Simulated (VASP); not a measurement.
# As2Se (I4_1/amd) in VASP: settings compared

As2Se is run at these levels: PBEsol, PBEsol+D3(BJ); tasks: single point.

Program: VASP 6.6.1. These are calculated values, not measurements. Logs are shortened: lines on timing, memory, paths and dates and some standing lists are left out, and cuts for length are marked.

### 1 The cell of the first run

The structure is tetragonal, space group I4_1/amd (No. 141). The conventional cell has a = 7.059 Å, b = 7.059 Å, c = 5.307 Å, α = 90.00°, β = 90.00°, γ = 90.00°. Within 3.5 Å of As (site symmetry 2/m) lie 2 Se at 2.66 Å and 4 As at 2.83 Å. Se (site symmetry -4m2) has 4 As at 2.66 Å within 3.5 Å.

### 2 Single point, PBEsol

Contents of INCAR:

```
SYSTEM = As2Se
PREC = Accurate
ENCUT = 520
EDIFF = 1E-7
ISMEAR = 1
SIGMA = 0.2
LREAL = .False.
LASPH = .True.
NELM = 80
ALGO = Normal
ISIF = 2
LWAVE = .False.
LCHARG = .False.
GGA = PS
NBANDS = 25
```

Contents of KPOINTS:

```
Automatic mesh
0
Gamma
  8 8 8
  0 0 0
```

Contents of POSCAR:

```
As2Se
1.0
   -3.5294180000      3.5294180000      2.6535710000
    3.5294180000     -3.5294180000      2.6535710000
    3.5294180000      3.5294180000     -2.6535710000
As Se
4 2
Direct
    0.8750000000      0.1250000000      0.7500000000
    0.3750000000      0.1250000000      0.2500000000
    0.8750000000      0.6250000000      0.7500000000
    0.8750000000      0.1250000000      0.2500000000
    0.5000000000      0.5000000000      0.0000000000
    0.2500000000      0.7500000000      0.5000000000
```

Potentials or basis: VASP PAW PBE potentials, release 64 (As, Se).

Command:

```
$ cat potpaw_PBE.64/As/POTCAR potpaw_PBE.64/Se/POTCAR > POTCAR
$ mpirun -np 1 vasp_std > vasp.out
```

OUTCAR:

```text
SYSTEM = As2Se
   PREC = Accurate
   ENCUT = 520
   EDIFF = 1E-7
   ISMEAR = 1
   LREAL = .False.
   LASPH = .True.
   NELM = 80
   ISIF = 2
   GGA = PS

 ion  position               nearest neighbor table
   1  0.875  0.125  0.750-   5 2.66   6 2.66   4 2.83   4 2.83   3 2.83   3 2.83
   2  0.375  0.125  0.250-   5 2.66   6 2.66   3 2.83   4 2.83   4 2.83   3 2.83
   3  0.875  0.625  0.750-   5 2.66   6 2.66   1 2.83   2 2.83   1 2.83   2 2.83
   4  0.875  0.125  0.250-   6 2.66   5 2.66   2 2.83   1 2.83   1 2.83   2 2.83
   5  0.500  0.500  0.000-   4 2.66   2 2.66   3 2.66   1 2.66
   6  0.250  0.750  0.500-   1 2.66   2 2.66   3 2.66   4 2.66

  LATTYP: Found a body centered tetragonal cell.
 ALAT       =     7.0588360000
 C/A-ratio  =     0.7518437884

  Lattice vectors:

 A1 = (  -3.5294180000,   3.5294180000,   2.6535710000)
 A2 = (   3.5294180000,  -3.5294180000,   2.6535710000)
 A3 = (   3.5294180000,   3.5294180000,  -2.6535710000)

Analysis of symmetry for initial positions (statically):
=====================================================================
 Subroutine PRICEL returns:
 Original cell was already a primitive cell.

 Routine SETGRP: Setting up the symmetry group for a
 body centered tetragonal supercell.

 Subroutine GETGRP returns: Found 16 space group operations
 (whereof  8 operations were pure point group operations)
 out of a pool of 16 trial point group operations.

The static configuration has the point symmetry D_2d.
 The point group associated with its full space group is D_4h.

Analysis of symmetry for dynamics (positions and initial velocities):
=====================================================================
 Subroutine PRICEL returns:
 Original cell was already a primitive cell.

 Routine SETGRP: Setting up the symmetry group for a
 body centered tetragonal supercell.

 Subroutine GETGRP returns: Found 16 space group operations
 (whereof  8 operations were pure point group operations)
 out of a pool of 16 trial point group operations.

The dynamic configuration has the point symmetry D_2d.
 The point group associated with its full space group is D_4h.

 Subroutine INISYM returns: Found 16 space group operations
 (whereof  8 operations are pure point group operations),
 and found     1 'primitive' translations

----------------------------------------------------------------------------------------

                                     Primitive cell

  volume of cell :     132.2199

  direct lattice vectors                    reciprocal lattice vectors
    -3.529418000  3.529418000  2.653571000     0.000000000  0.141666416  0.188425333
     3.529418000 -3.529418000  2.653571000     0.141666416  0.000000000  0.188425333
     3.529418000  3.529418000 -2.653571000     0.141666416  0.141666416  0.000000000

  length of vectors
     5.652877311  5.652877311  5.652877311     0.235740280  0.235740280  0.200346567

  position of ions in fractional coordinates (direct lattice)
     0.875000000  0.125000000  0.750000000
     0.375000000  0.125000000  0.250000000
     0.875000000  0.625000000  0.750000000
     0.875000000  0.125000000  0.250000000
     0.500000000  0.500000000  0.000000000
     0.250000000  0.750000000  0.500000000

  ion indices of the primitive-cell ions
   primitive index   ion index
                 1           1
                 2           2
                 3           3
                 4           4
                 5           5
                 6           6

----------------------------------------------------------------------------------------

 KPOINTS: Automatic mesh

Automatic generation of k-mesh.
 Grid dimensions read from file:
 generate k-points for:    8    8    8

 Generating k-lattice:

  Cartesian coordinates                     Fractional coordinates (reciprocal lattice)
     0.000000000  0.017708302  0.023553167     0.125000000 -0.000000000  0.000000000
     0.017708302  0.000000000  0.023553167    -0.000000000  0.125000000  0.000000000
     0.017708302  0.017708302  0.000000000     0.000000000  0.000000000  0.125000000

  Length of vectors
     0.029467535  0.029467535  0.025043321

  Shift w.r.t. Gamma in fractional coordinates (k-lattice)
     0.000000000  0.000000000  0.000000000

 Subroutine IBZKPT returns following result:
 ===========================================

 Found     59 irreducible k-points:

 Following reciprocal coordinates:
            Coordinates               Weight
  0.000000  0.000000  0.000000      1.000000
  0.125000 -0.000000  0.000000      8.000000
  0.250000 -0.000000  0.000000      8.000000
  0.375000  0.000000  0.000000      8.000000
  0.500000 -0.000000  0.000000      4.000000
  0.125000  0.125000  0.000000      8.000000
[... 16 lines left out ...]
  0.250000  0.125000  0.125000     16.000000
  0.375000  0.125000  0.125000      8.000000
 [... further k-points ...]
   k-points           NKPTS =     59   k-points in BZ     NKDIM =     59   number of bands    NBANDS=     25
   number of dos      NEDOS =    301   number of ions     NIONS =      6
   total plane-waves  NPLWV =  74088
   dimension x,y,z NGX =    42 NGY =   42 NGZ =   42
   dimension x,y,z NGXF=    84 NGYF=   84 NGZF=   84
   ions per type =               4   2
   NGX,Y,Z   is equivalent  to a cutoff of  12.35, 12.35, 12.35 a.u.
   NGXF,Y,Z  is equivalent  to a cutoff of  24.70, 24.70, 24.70 a.u.
 SYSTEM =  As2Se
   PREC   = accura    normal or accurate (medium, high low for compatibility)
   ISTART =      0    job   : 0-new  1-cont  2-samecut
   ICHARG =      2    charge: 1-file 2-atom 10-const
   ISPIN  =      1    spin polarized calculation?
   LNONCOLLINEAR =      F non collinear calculations
   LSORBIT =      F    spin-orbit coupling
   LASPH  =      T    aspherical Exc in radial PAW
   ENCUT  =  520.0 eV  38.22 Ry    6.18 a.u.  10.51 10.51 10.51*2*pi/ulx,y,z
   NELM   =     80;   NELMIN=  2; NELMDL= -5     # of ELM steps
   EDIFF  = 0.1E-06   stopping-criterion for ELM
   LREAL  =      F    real-space projection
   EDIFFG = 0.1E-05   stopping-criterion for IOM
   NSW    =      0    number of steps for IOM
   IBRION =     -1    ionic relax: 0-MD 1-quasi-New 2-CG
   NFREE  =      0    steps in history (QN), initial steepest desc. (CG)
   ISIF   =      2    stress and relaxation
   ISYM   =      2    0-nonsym 1-usesym 2-fastsym
   POTIM  = 0.5000    time-step for ionic-motion
   TEBEG  =    0.0;   TEEND  =   0.0 temperature during run
   PSTRESS=    0.0 pullay stress
   NELECT =      32.0000    total number of electrons
   NUPDOWN=      -1.0000    fix difference up-down
   EMIN   =  10.00;   EMAX   =-10.00  energy-range for DOS
   EFERMI =   0.00;   METHOD = LEGACY
   ISMEAR =     1;   SIGMA  =   0.20  broadening in eV -4-tet -1-fermi 0-gaus
   EFERMI_NEDOS =   21; number of points for ismear=-14 and -15
   IALGO  =     38    algorithm
   IMIX   =      4    mixing-type and parameters
     AMIX     =   0.40;   BMIX     =  1.00
     AMIX_MAG =   1.60;   BMIX_MAG =  1.00
  volume/ion in A,a.u.               =      22.04       148.71
  Fermi-wavevector in a.u.,A,eV,Ry     =   1.020217  1.927930 14.161523  1.040843
  Thomas-Fermi vector in A             =   2.153774
   LORBIT       =      0    0 simple, 1 ext, 2 COOP (PROOUT), +10 PAW based schemes
   GGA     = PS    functional components
   LHFCALC =     F    Hartree Fock is set to
   AEXX    =    0.0000 exact exchange contribution
   IVDW    =     0    specifies the selected vdW correction
   LEPSILON=     F    determine dielectric tensor
   LRPA    =     F    only Hartree local field effects (RPA)
 non-spin polarized calculation
 Methfessel and Paxton  Order N= 1 SIGMA  =   0.20
  energy-cutoff  :      520.00
  volume of cell :      132.22
 maximum number of plane-waves:      3605
   NGX = 21   NGY = 21   NGZ = 21

 number of electron      31.9999999 magnetization

 Free energy of the ion-electron system (eV)
  ---------------------------------------------------
  ext. energy  EPLUGINS =         0.00000000
  ---------------------------------------------------
  free energy    TOTEN  =       -27.81149220 eV

  energy without entropy =      -27.80976007  energy(sigma->0) =      -27.81091482

 E-fermi :   4.6282     XC(G=0): -10.0827

 val. band max:        4.6056550422   @ k =   0.5000  -0.0000   0.0000
 cond. band min:       4.6313353598   @ k =  -0.2500   0.5000   0.2500
 fundamental gap:      0.0256803176
 Fermi energy:         4.6281523260

 k-point     1 :       0.0000    0.0000    0.0000
  band No.  band energies     occupation
      1     -10.4321      2.00000
      2      -8.2768      2.00000
      3      -5.7688      2.00000
      4      -5.7390      2.00000
      5      -5.7390      2.00000
      6      -4.0734      2.00000
[... 17 lines left out ...]
     24      10.0898      0.00000
     25      10.7124      0.00000

 k-point     2 :       0.1250   -0.0000    0.0000
  band No.  band energies     occupation
      1     -10.3272      2.00000
      2      -8.3391      2.00000
      3      -6.0677      2.00000
      4      -5.7727      2.00000
      5      -5.7220      2.00000
      6      -4.1739      2.00000
[... 17 lines left out ...]
     24       9.7501      0.00000
     25      11.0359      0.00000

 k-point     3 :       0.2500   -0.0000    0.0000
  band No.  band energies     occupation
      1     -10.0196      2.00000
      2      -8.4748      2.00000
      3      -6.7805      2.00000
      4      -5.8505      2.00000
      5      -5.8498      2.00000
      6      -4.0462      2.00000
[... 552 lines left out ...]
 k-point    23 :       0.2500    0.1250    0.1250
  band No.  band energies     occupation
      1      -9.4311      2.00000
      2      -8.6983      2.00000
      3      -7.5263      2.00000
      4      -6.8705      2.00000
      5      -5.0745      2.00000
      6      -3.7271      2.00000
[... 17 lines left out ...]
     24       9.0737      0.00000
     25      10.5307      0.00000

 k-point    24 :       0.3750    0.1250    0.1250
  band No.  band energies     occupation
      1      -9.0185      2.00000
      2      -8.8471      2.00000
      3      -7.9307      2.00000
      4      -7.0127      2.00000
      5      -5.0248      2.00000
      6      -3.5463      2.00000
[... 17 lines left out ...]
     24       9.0501      0.00000
     25      10.6265      0.00000

 [... further k-points ...]
[... 5 lines left out ...]
  --------------------------------------------------------------------------------------
  -------------------------------------------------------------------------------------
  Total       -2.4837044     -2.4837044     -3.2330496      0.0000000      0.0000000      0.0000000
  in kB      -30.0963342    -30.0963342    -39.1765378      0.0000000      0.0000000      0.0000000
  external PRESSURE =     -33.1230687 kB  Pullay stress =       0.0000000 kB

 VOLUME and BASIS-vectors are now :
 -----------------------------------------------------------------------------
  energy-cutoff  :      520.00
  volume of cell :      132.22
      direct lattice vectors                 reciprocal lattice vectors
    -3.529418000  3.529418000  2.653571000     0.000000000  0.141666416  0.188425333
     3.529418000 -3.529418000  2.653571000     0.141666416  0.000000000  0.188425333
     3.529418000  3.529418000 -2.653571000     0.141666416  0.141666416  0.000000000

 POSITION                                       TOTAL-FORCE (eV/Angst)
 -----------------------------------------------------------------------------------
      0.00000      5.29413      0.66339         0.000000      0.000000      0.000000
     -0.00000      1.76471      0.66339         0.000000      0.000000      0.000000
      1.76471      3.52942      1.99018         0.000000      0.000000      0.000000
     -1.76471      3.52942      1.99018         0.000000      0.000000      0.000000
      0.00000      0.00000      2.65357        -0.000000      0.000000     -0.000000
      3.52942     -0.00000      1.32679         0.000000     -0.000000      0.000000
 -----------------------------------------------------------------------------------
    total drift:                               -0.000000      0.000000     -0.000000

  FREE ENERGIE OF THE ION-ELECTRON SYSTEM (eV)
  ---------------------------------------------------
  free  energy   TOTEN  =       -27.8114921992 eV

  energy  without entropy=      -27.8097600718  energy(sigma->0) =      -27.81091482
```

Wall time 2.4 min (1 thread of Intel Xeon Platinum 8488C (Sapphire Rapids), shared host); peak memory 0.34 GiB.

Results:

```yaml
Free_energy: -27.8115 eV
Pressure: -3.3 GPa
Band_gap_on_the_k_mesh: zero (band 16 reaches 4.91 eV, above the bottom of band 17 at 4.51 eV)
```

Stress tensor (GPa, compression positive):
```
-3.01  0.00  0.00
 0.00 -3.01  0.00
 0.00  0.00 -3.92
```

Levels at points of the mesh, in eV from the Fermi level:
| k point | band 13 | band 14 | band 15 | band 16 | band 17 | band 18 | band 19 | band 20 |
| --- | --- | --- | --- | --- | --- | --- | --- | --- |
| (0.00, 0.00, 0.00) | -2.84 | -2.68 | -2.68 | -1.05 | 2.31 | 3.02 | 3.02 | 3.41 |
| (0.50, 0.00, 0.00) | -1.75 | -1.40 | -0.46 | -0.02 | 0.19 | 0.46 | 1.46 | 2.57 |
| (0.50, 0.50, 0.00) | -1.33 | -1.33 | -1.15 | -1.15 | -0.05 | -0.05 | 1.84 | 1.84 |
| (0.50, 0.50, 0.50) | -0.66 | -0.66 | -0.30 | -0.30 | 0.28 | 0.28 | 0.46 | 0.46 |

Caveat: the PAW data sets were made with another functional, which shifts forces and pressure a little.

### 3 Single point, PBEsol

Contents of INCAR:

```
PREC = Accurate
ENCUT = 520
EDIFF = 1E-6
ISMEAR = 1
SIGMA = 0.3
LREAL = F
LASPH = T
NELM = 100
ALGO = Normal
ISIF = 2
LWAVE = F
LCHARG = F
GGA = PS
NBANDS = 25
```

Contents of KPOINTS:

```
regular mesh
0
Gamma
  8 8 8
```

POSCAR is that of step 2.

Potentials or basis: VASP PAW PBE potentials, release 64 (As, Se).

Command:

```
$ cat potpaw_PBE.64/As/POTCAR potpaw_PBE.64/Se/POTCAR > POTCAR
$ mpirun -np 1 vasp_std > vasp.out
```

It took 2 min on 1 thread of Intel Xeon Platinum 8488C (Sapphire Rapids), shared host; peak memory 0.35 GiB.

Results (log left out):

| Item | Value |
| --- | --- |
| Free energy | -27.8122 eV |
| Pressure | -3.3 GPa |
| Band gap on the k mesh | zero (band 16 reaches 4.91 eV, above the bottom of band 17 at 4.51 eV) |

Stress tensor (GPa, compression positive):
```
-3.04  0.00  0.00
 0.00 -3.04  0.00
 0.00  0.00 -3.85
```

Levels at points of the mesh, in eV from the Fermi level:
| k point | band 12 | band 13 | band 14 | band 15 | band 16 | band 17 | band 18 | band 19 | band 20 | band 21 |
| --- | --- | --- | --- | --- | --- | --- | --- | --- | --- | --- |
| (0.00, 0.00, 0.00) | -2.84 | -2.84 | -2.68 | -2.68 | -1.06 | 2.31 | 3.01 | 3.01 | 3.41 | 3.93 |
| (0.50, 0.00, 0.00) | -2.46 | -1.76 | -1.40 | -0.46 | -0.02 | 0.18 | 0.46 | 1.46 | 2.57 | 2.96 |
| (0.50, 0.50, 0.00) | -2.23 | -1.33 | -1.33 | -1.15 | -1.15 | -0.05 | -0.05 | 1.84 | 1.84 | 3.76 |
| (0.50, 0.50, 0.50) | -2.46 | -0.66 | -0.66 | -0.30 | -0.30 | 0.27 | 0.27 | 0.46 | 0.46 | 2.60 |

Caveat: the PAW data sets were made with another functional, which shifts forces and pressure a little.

### 4 Single point, PBEsol+D3(BJ)

This run uses another cell than the first one, of 20.18 Å³/atom, 0.916 times its volume.

Contents of INCAR:

```
PREC = Accurate
ENCUT = 520
EDIFF = 1E-6
ISMEAR = 0
SIGMA = 0.1
LREAL = F
LASPH = T
NELM = 100
ALGO = Normal
ISIF = 2
LWAVE = F
LCHARG = T
GGA = PS
IVDW = 12
LELF = T
LVHAR = T
NBANDS = 25
```

KPOINTS is that of step 3.

Edit POSCAR of step 3 so:

```diff
@@ -2,5 +2,5 @@
 1.0
-   -3.5294180000      3.5294180000      2.6535710000
-    3.5294180000     -3.5294180000      2.6535710000
-    3.5294180000      3.5294180000     -2.6535710000
+   -3.4076649596      3.4076649596      2.6071472729
+    3.4076649596     -3.4076649596      2.6071472729
+    3.4076649596      3.4076649596     -2.6071472729
 As Se
```

Command:

```
$ cat potpaw_PBE.64/As/POTCAR potpaw_PBE.64/Se/POTCAR > POTCAR
$ mpirun -np 1 vasp_std > vasp.out
```

Wall time 3.1 min (1 thread of Intel Xeon Platinum 8488C (Sapphire Rapids), shared host); peak memory 0.36 GiB.

It converged, with:

```
Free energy                : -30.1414 eV
Pressure                   : 0.3 GPa
Band gap on the k mesh     : zero (band 16 reaches 5.91 eV, above the bottom of band 17 at 5.48 eV)
Dispersion energy per atom : -0.386 eV
```

Stress tensor (GPa, compression positive):
```
0.25 0.00 0.00
0.00 0.25 0.00
0.00 0.00 0.36
```

Levels at points of the mesh, in eV from the Fermi level:
```csv
k point,band 13,band 14,band 15,band 16,band 17,band 18,band 19,band 20
"(0.00, 0.00, 0.00)",-3.12,-3.07,-3.07,-0.94,2.59,3.16,3.26,3.26
"(0.50, 0.00, 0.00)",-1.90,-1.55,-0.57,-0.13,0.18,0.42,1.66,2.52
"(0.50, 0.50, 0.00)",-1.56,-1.56,-1.28,-1.28,-0.09,-0.09,1.91,1.91
"(0.50, 0.50, 0.50)",-0.85,-0.85,-0.36,-0.36,0.53,0.53,0.55,0.55
```

Caveat: the PAW data sets were made with another functional, which shifts forces and pressure a little; pairwise dispersion overbinds metals, which lowers pressure and volume.

### 5 Summary

| level | cell | smearing | gap on the mesh (eV) | pressure (GPa) |
| --- | --- | --- | --- | --- |
| PBEsol | a = 5.653 Å, angles 102.7, 102.7, 124.0°, 6 atoms | methfessel-paxton 0.2 eV | none | -3.3 |
| PBEsol | a = 5.653 Å, angles 102.7, 102.7, 124.0°, 6 atoms | methfessel-paxton 0.3 eV | none | -3.3 |
| PBEsol+D3(BJ) | a = 5.479 Å, angles 103.1, 103.1, 123.2°, 6 atoms | gaussian 0.1 eV | none | 0.3 |

Alike in all rows: task single point; potentials or basis VASP PAW PBE potentials, release 64 (As, Se); no spin polarisation; k mesh 8 × 8 × 8; cutoff (eV) 520.

Caveats: the PAW data sets were made with another functional, which shifts forces and pressure a little; pairwise dispersion overbinds metals, which lowers pressure and volume (some runs).

Absolute energies hang on the potentials; compare differences alone.
